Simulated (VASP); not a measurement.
# GaN (Cmc2_1) in VASP: notebook, part 2 of 2

VASP 6.6.1.

### 4 Single point, PBE (strain +0.0100 x Voigt [0, 1, 0, 0, 0, 0])

Contents of INCAR:

```
PREC = Accurate
ENCUT = 520
EDIFF = 1E-6
ISMEAR = 0
SIGMA = 0.05
LREAL = F
LASPH = T
NELM = 80
ALGO = Normal
ISIF = 2
LWAVE = F
LCHARG = F
GGA = PE
NBANDS = 26
```

Contents of KPOINTS:

```
regular mesh
0
Gamma
  12 12 6
```

Contents of POSCAR:

```
GaN
1.0
    3.1799996605      0.0000000000      0.0000000000
   -1.5899998303      2.7815000949      0.0000000000
    0.0000000000      0.0000000000      5.1660000000
Ga N
2 2
Direct
    0.3333333333      0.6666666667      0.0000000000
    0.6666666667      0.3333333333      0.5000000000
    0.3333333333      0.6666666667      0.3750000000
    0.6666666667      0.3333333333      0.8750000000
```

Potentials or basis: VASP PAW PBE potentials, release 64 (Ga_d, N).

Launch:

```console
$ cat potpaw_PBE.64/Ga_d/POTCAR potpaw_PBE.64/N/POTCAR > POTCAR
$ mpirun -np 1 vasp_std > vasp.out
```

OUTCAR:

```text
PREC = Accurate
   ENCUT = 520
   EDIFF = 1E-6
   ISMEAR = 0
   LREAL = F
   LASPH = T
   NELM = 80
   ISIF = 2
   GGA = PE

 ion  position               nearest neighbor table
   1  0.333  0.667  0.000-   3 1.94   4 1.95   4 1.95   4 1.96
   2  0.667  0.333  0.500-   4 1.94   3 1.95   3 1.95   3 1.96
   3  0.333  0.667  0.375-   1 1.94   2 1.95   2 1.95   2 1.96
   4  0.667  0.333  0.875-   2 1.94   1 1.95   1 1.95   1 1.96

  LATTYP: Found a base centered orthorhombic cell.
 ALAT       =     3.1799996605
 B/A-ratio  =     1.7493713156
 C/A-ratio  =     1.6245284753

  Lattice vectors:

 A1 = (   1.5899998303,  -2.7815000949,   0.0000000000)
 A2 = (   1.5899998302,   2.7815000949,   0.0000000000)
 A3 = (   0.0000000000,   0.0000000000,   5.1660000000)

Analysis of symmetry for initial positions (statically):
=====================================================================
 Subroutine PRICEL returns:
 Original cell was already a primitive cell.

 Routine SETGRP: Setting up the symmetry group for a
[... 171 lines left out ...]

  energy without entropy =      -24.29824752  energy(sigma->0) =      -24.29824752

 E-fermi :   5.5459     XC(G=0): -11.6684

 val. band max:        5.3394099894   @ k =   0.0000   0.0000   0.0000
 cond. band min:       7.2346184215   @ k =   0.0000   0.0000   0.0000
 fundamental gap:      1.8952084321
 Fermi energy:         5.5459477328

 k-point     1 :       0.0000    0.0000    0.0000
  band No.  band energies     occupation
      1     -10.6619      2.00000
      2      -9.7310      2.00000
      3      -8.1246      2.00000
      4      -8.1046      2.00000
      5      -8.1008      2.00000
      6      -8.0413      2.00000
[... 685 lines left out ...]
     25      17.9025      0.00000
     26      18.3342      0.00000

 [... further k-points ...]

------------------------ aborting loop because EDIFF is reached ----------------------------------------

  FORCE on cell =-STRESS in cart. coord.  units (eV):
  Direction    XX          YY          ZZ          XY          YZ          ZX
  --------------------------------------------------------------------------------------
  -------------------------------------------------------------------------------------
  Total        1.5922907      0.7427910      2.3142474     -0.0000000      0.0000000      0.0000000
  in kB       55.8306112     26.0445387     81.1446363     -0.0000000      0.0000000      0.0000000
  external PRESSURE =      54.3399287 kB  Pullay stress =       0.0000000 kB

 VOLUME and BASIS-vectors are now :
 -----------------------------------------------------------------------------
  energy-cutoff  :      520.00
  volume of cell :       45.69
      direct lattice vectors                 reciprocal lattice vectors
     3.179999661  0.000000000  0.000000000     0.314465442  0.179759117  0.000000000
    -1.589999830  2.781500095  0.000000000     0.000000000  0.359518233  0.000000000
     0.000000000  0.000000000  5.166000000     0.000000000  0.000000000  0.193573364

 POSITION                                       TOTAL-FORCE (eV/Angst)
 -----------------------------------------------------------------------------------
     -0.00000      1.85433      0.00000        -0.000000      0.074802     -0.186797
      1.59000      0.92717      2.58300         0.000000     -0.074802     -0.186797
     -0.00000      1.85433      1.93725        -0.000000      0.089244      0.186797
      1.59000      0.92717      4.52025         0.000000     -0.089244      0.186797
 -----------------------------------------------------------------------------------
    total drift:                               -0.000001     -0.000001     -0.000560

  FREE ENERGIE OF THE ION-ELECTRON SYSTEM (eV)
  ---------------------------------------------------
  free  energy   TOTEN  =       -24.2982475172 eV

  energy  without entropy=      -24.2982475172  energy(sigma->0) =      -24.29824752
```

stdout:

```text
POSCAR found type information on POSCAR GaN
 POSCAR found :  2 types and       4 ions
 scaLAPACK will be used
 LDA part: xc-table for (Slater+PW92), standard interpolation
 POSCAR, INCAR and KPOINTS ok, starting setup
 FFT: planning ... GRIDC
 FFT: planning ... GRID_SOFT
 FFT: planning ... GRID
 WAVECAR not read
 entering main loop
```

Wall time 2.5 min (1 thread of Intel Xeon 8259CL, shared host); peak memory 0.29 GiB.

What came out:

```yaml
Free_energy: -24.2982 eV
Pressure: 5.4 GPa
Largest_force: 0.207 eV/Å
Band_gap_on_the_k_mesh: 1.90 eV
```

Forces on the atoms (eV/Å):
```
Ga   0.000  0.075 -0.187
Ga   0.000 -0.075 -0.187
N    0.000  0.089  0.187
N    0.000 -0.089  0.187
```

Levels at points of the mesh, in eV from the valence-band top:
| k point | band 16 | band 17 | band 18 | band 19 | band 20 | band 21 |
| --- | --- | --- | --- | --- | --- | --- |
| (0.00, 0.00, 0.00) | -0.07 | -0.04 | 0.00 | 1.90 | 4.17 | 9.22 |
| (0.50, 0.00, 0.00) | -2.82 | -2.25 | -1.01 | 4.94 | 5.50 | 6.08 |
| (0.00, 0.50, 0.00) | -2.72 | -2.25 | -0.94 | 5.12 | 5.61 | 6.04 |
| (0.00, 0.00, 0.50) | -0.59 | -0.55 | -0.55 | 4.20 | 4.20 | 8.50 |
| (0.50, 0.00, 0.50) | -1.99 | -1.90 | -1.90 | 4.37 | 4.37 | 7.76 |
| (0.00, 0.50, 0.50) | -1.92 | -1.90 | -1.90 | 4.43 | 4.43 | 7.80 |

Caveat: the cell differs from its parent crystal (strain +0.0100 x Voigt [0, 1, 0, 0, 0, 0]); the stress differs along the axes, from 3 to 8 GPa.

### 5 The runs side by side

| cell | gap on the mesh (eV) | pressure (GPa) | largest force (eV/Å) |
| --- | --- | --- | --- |
| a = 3.180, b = 3.132, c = 5.166 Å, angles 90.0, 90.0, 120.5°, 4 atoms | 2.03 | 11.7 | 0.23 |
| a = 3.180, b = 3.156, c = 5.166 Å, angles 90.0, 90.0, 120.2°, 4 atoms | 2.01 | 9.4 | 0.13 |
| a = 3.180, b = 3.204, c = 5.166 Å, angles 90.0, 90.0, 119.8°, 4 atoms | 1.90 | 5.4 | 0.21 |

Alike in all rows: task single point; level PBE; potentials or basis VASP PAW PBE potentials, release 64 (Ga_d, N); no spin polarisation; k mesh 12 × 12 × 6; cutoff (eV) 520; smearing gaussian 0.05 eV.

Caveats: the stress differs along the axes, from 9 to 16 GPa (at least some runs); the cell stands under pressure (at least some runs); the stress differs along the axes, from 3 to 8 GPa (at least some runs).

Absolute energies hang on the potentials; compare differences alone.
